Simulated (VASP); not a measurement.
Wanted: the native input for a VASP 6.6.1 run.

- Task: single point
- Functional: LDA
- Potentials or basis: VASP PAW LDA potentials, release 64 (Zr_sv, B)
- Cutoff: 520 eV
- k mesh: 18 × 18 × 12
- Occupations: gaussian, width 0.15 eV
- Spin: no spin polarisation
- Dipole correction: no
- Further INCAR settings: ALGO = Normal; EDIFF = 1e-06; NBANDS = 16

The structure of ZrB2 lies in POSCAR:

```
ZrB2
1.0
    3.3285038084      0.0000000000      0.0000000000
   -1.6642519042      2.8825688546      0.0000000000
    0.0000000000      0.0000000000      3.0901829357
Zr B
1 2
Direct
    0.0000000000      0.0000000000      0.0000000000
    0.3333333333      0.6666666667      0.5000000000
    0.6666666667      0.3333333333      0.5000000000
```

This cell differs from its parent crystal: volume 9.883 Å^3 an atom, c/a of the conventional cell 0.9284.

The input as run:

INCAR

```
SYSTEM = ZrB2
PREC = Accurate
ENCUT = 520
EDIFF = 1E-6
ISMEAR = 0
SIGMA = 0.15
LREAL = .FALSE.
LASPH = .TRUE.
NELM = 80
ALGO = Normal
ISIF = 2
LWAVE = .FALSE.
LCHARG = .FALSE.
GGA = CA
NBANDS = 16
```

KPOINTS

```
Automatic mesh
0
G
  18 18 12
  0 0 0
```

Potentials or basis: VASP PAW LDA potentials, release 64 (Zr_sv, B).

The run is started by

```console
$ cat potpaw_LDA.64/Zr_sv/POTCAR potpaw_LDA.64/B/POTCAR > POTCAR
$ mpirun -np 1 vasp_std > vasp.out
```

Results of the run:

* Pressure: 0.9 GPa
* Band gap on the k mesh: zero (band 9 reaches 11.38 eV, above the bottom of band 10 at 9.65 eV)

Run time: 66 s on 1 thread of Intel(R) Xeon(R) Platinum 8488C (Sapphire Rapids), on a shared host, peak memory 0.23 GiB.
